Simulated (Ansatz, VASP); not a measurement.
Pd in VASP and in Ansatz

The input INCAR:

```
SYSTEM = Pd
PREC = Accurate
ENCUT = 500
EDIFF = 1E-7
ISMEAR = 0
SIGMA = 0.1
LREAL = .FALSE.
LASPH = .TRUE.
NELM = 120
ALGO = Normal
ISIF = 3
LWAVE = .FALSE.
LCHARG = .FALSE.
GGA = PE
IBRION = 2
NSW = 80
EDIFFG = -0.05
GGA_COMPAT = .FALSE.
NELMIN = 4
```

KPOINTS

```
Automatic mesh
0
G
  8 8 8
  0 0 0
```

File POSCAR:

```
Pd
1.0
    0.0000000000      1.8995741606      1.8995741606
    1.8995741606      0.0000000000      1.8995741606
    1.8995741606      1.8995741606      0.0000000000
Pd
1
Direct
    0.0000000000      0.0000000000      0.0000000000
```

Input for Ansatz:

```yaml
crystal:
  lattice:
    - [0.0, 1.8995741606, 1.8995741606]
    - [1.8995741606, 0.0, 1.8995741606]
    - [1.8995741606, 1.8995741606, 0.0]
  atoms:
    - { symbol: Pd, position: [0.0, 0.0, 0.0] }
basis:
  ecutwfc: 420
kpoints:
  mp_grid: { grid: [8, 8, 8] }
hamiltonian:
  xc: pbe
scf:
  occupations: { method: gaussian, width: 0.1 }
output:
  forces: true
  stress: true
  eigenvalues: true
relax:
  adjacent_minimum: "off"
  f_tol: 0.05
  max_steps: 60
  cell: { stress_tol: 0.5 }
```

Alike in both runs: task relaxation of cell and atoms; functional PBE; k mesh 8 × 8 × 8; occupations gaussian, width 0.1 eV; no spin polarisation.

|  | VASP | Ansatz |
| --- | --- | --- |
| version | VASP 6.6.1 | Ansatz 0.2.0 |
| potentials or method | VASP PAW PBE potentials, release 64 (Pd), cutoff 500 eV | scalar-relativistic, plane waves, PAW |
| valence electrons in the cell | 10 | 18 |

Ansatz gave:

| Item | Value |
| --- | --- |
| gap on the k mesh at the Fermi level, each at its own relaxed structure (eV) | none |
| relaxed volume (Å³/atom) | 15.38 |
| relaxed cell length with the largest relative difference (Å) | 2.792 |

What did VASP give for the same quantities?

gap on the k mesh at the Fermi level, each at its own relaxed structure (eV): none; relaxed volume (Å³/atom): 15.39; relaxed cell length with the largest relative difference (Å): 2.792.

A gap of «none» marks a metal or a gap that the smearing closes. VASP's potentials hold 10 valence electrons a cell and Ansatz's 18, so a difference there can come from the potentials and not from the codes.
